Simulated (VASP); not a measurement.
A run of VASP 6.6.1 is set up as follows.

Contents of INCAR:

```
SYSTEM = BAs
ALGO = Normal ; EDIFF = 1E-6
ENCUT = 520 ; GGA = RP
ISIF = 2 ; ISMEAR = -1
IVDW = 13 ; LASPH = .True.
LCHARG = .False. ; LREAL = .False.
LWAVE = .False. ; NBANDS = 11
NELM = 80 ; PREC = Accurate
SIGMA = 0.05
```

Contents of KPOINTS:

```
k-points
0
Gamma
  10 10 10
  0 0 0
```

The input POSCAR:

```
BAs
1.0
    0.0000000000      2.3609965369      2.3609965369
    2.3609965369      0.0000000000      2.3609965369
    2.3609965369      2.3609965369      0.0000000000
As B
1 1
Direct
    0.7500000000      0.7500000000      0.7500000000
    0.0000000000      0.0000000000      0.0000000000
```

Potentials or basis: VASP PAW PBE potentials, release 64 (As, B).

Run with:

```bash
$ cat potpaw_PBE.64/As/POTCAR potpaw_PBE.64/B/POTCAR > POTCAR
$ mpirun -np 1 vasp_std > vasp.out
```

Task: What does it give for the dispersion energy per atom?

Result: -0.814 eV.

Task: What does it give for the pressure?

Result: 0.7 GPa.

Task: What does it give for the band gap on the k mesh?

Result: 1.17 eV, indirect (least direct gap 3.32 eV).

Caveat: the PAW data sets were made with another functional, which shifts forces and pressure a little. A k mesh can miss the band edges.
